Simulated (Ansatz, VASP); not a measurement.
**Two plane-wave programs on Ga2SeS**

INCAR

```
SYSTEM = Ga2SeS
PREC = Accurate
ENCUT = 520
EDIFF = 1E-7
ISMEAR = 0
SIGMA = 0.01
LREAL = .False.
LASPH = .True.
NELM = 100
ALGO = Normal
ISIF = 2
LWAVE = .False.
LCHARG = .False.
NBANDS = 48
```

File KPOINTS:

```
regular mesh
0
Gamma
  6 6 2
  0 0 0
```

POSCAR

```
Ga2SeS
1.0
    3.7271946800      0.0000000000      0.0000000000
   -1.8635973400      3.2278452800      0.0000000000
    0.0000000000      0.0000000000     16.2734940000
Ga Se S
4 2 2
Direct
    0.3333333290      0.6666666687      0.3227369998
    0.6666666710      0.3333333313      0.6772630002
    0.6666666710      0.3333333313      0.8292260003
    0.3333333290      0.6666666687      0.1707739997
    0.6666666710      0.3333333313      0.3969800001
    0.3333333290      0.6666666687      0.6030199999
    0.3333333290      0.6666666687      0.8926419999
    0.6666666710      0.3333333313      0.1073580001
```

Input for Ansatz:

```yaml
crystal:
  lattice:
    - [3.72719468, 0.0, 0.0]
    - [-1.86359734, 3.22784528, 0.0]
    - [0.0, 0.0, 16.273494]
  atoms:
    - { symbol: Ga, position: [0.333333329000048, 0.666666668732028, 0.32273699981085807] }
    - { symbol: Ga, position: [0.666666670999952, 0.33333333126797204, 0.677263000189142] }
    - { symbol: Ga, position: [0.666666670999952, 0.33333333126797204, 0.8292260002676746] }
    - { symbol: Ga, position: [0.333333329000048, 0.666666668732028, 0.17077399973232546] }
    - { symbol: Se, position: [0.666666670999952, 0.33333333126797204, 0.3969800001155253] }
    - { symbol: Se, position: [0.333333329000048, 0.666666668732028, 0.6030199998844747] }
    - { symbol: S, position: [0.333333329000048, 0.666666668732028, 0.8926419999294559] }
    - { symbol: S, position: [0.666666670999952, 0.33333333126797204, 0.10735800007054418] }
kpoints:
  mp_grid:
    grid: [6, 6, 2]
  band_path:
    path:
      - [0.0, 0.0, 0.0]
      - [-0.0047456116575025215, 0.0023728058287512607, 0.0]
      - [0.0047456116575025215, -0.0023728058287512607, 0.0]
      - [0.0, -0.0041098202547827445, 0.0]
      - [0.0, 0.0041098202547827445, 0.0]
      - [0.0, 0.0, -0.0207200560918104]
      - [0.0, 0.0, 0.0207200560918104]
      - [0.0047456116575025215, 0.0017370144260314834, 0.0]
      - [0.0047456116575025215, -0.006482626083534004, 0.0]
      - [-0.0047456116575025215, 0.006482626083534004, 0.0]
      - [-0.0047456116575025215, -0.0017370144260314834, 0.0]
      - [0.0047456116575025215, -0.0023728058287512607, 0.0207200560918104]
      - [0.0047456116575025215, -0.0023728058287512607, -0.0207200560918104]
      - [-0.0047456116575025215, 0.0023728058287512607, 0.0207200560918104]
      - [-0.0047456116575025215, 0.0023728058287512607, -0.0207200560918104]
      - [0.0, 0.0041098202547827445, 0.0207200560918104]
      - [0.0, 0.0041098202547827445, -0.0207200560918104]
      - [0.0, -0.0041098202547827445, 0.0207200560918104]
      - [0.0, -0.0041098202547827445, -0.0207200560918104]
    npoints: 1
hamiltonian:
  xc: lda
  pseudopotentials:
    kind: paw
scf:
  occupations:
    method: fixed
```

Alike in both runs: task single point; functional LDA; k mesh 6 × 6 × 2; no spin polarisation.

|  | VASP | Ansatz |
| --- | --- | --- |
| version | VASP 6.6.1 | Ansatz 0.2.0 |
| potentials or method | VASP PAW LDA potentials, release 64 (Ga_d, Se, S) | plane waves, PAW |
| plane-wave cutoff (eV) | 520 | 420 |
| occupations | gaussian, width 0.01 eV | fixed |
| valence electrons in the cell | 76 | 96 |

|  | VASP | Ansatz | Ansatz less VASP |
| --- | --- | --- | --- |
| gap on the k mesh at the Fermi level (eV) | 0.95 | 0.94 | -0.015 |

LDA's correlation is that of Perdew and Zunger in VASP and of Perdew and Wang (1992) in Ansatz. VASP's potentials hold 76 valence electrons a cell and Ansatz's 96, so a difference there can come from the potentials and not from the codes.
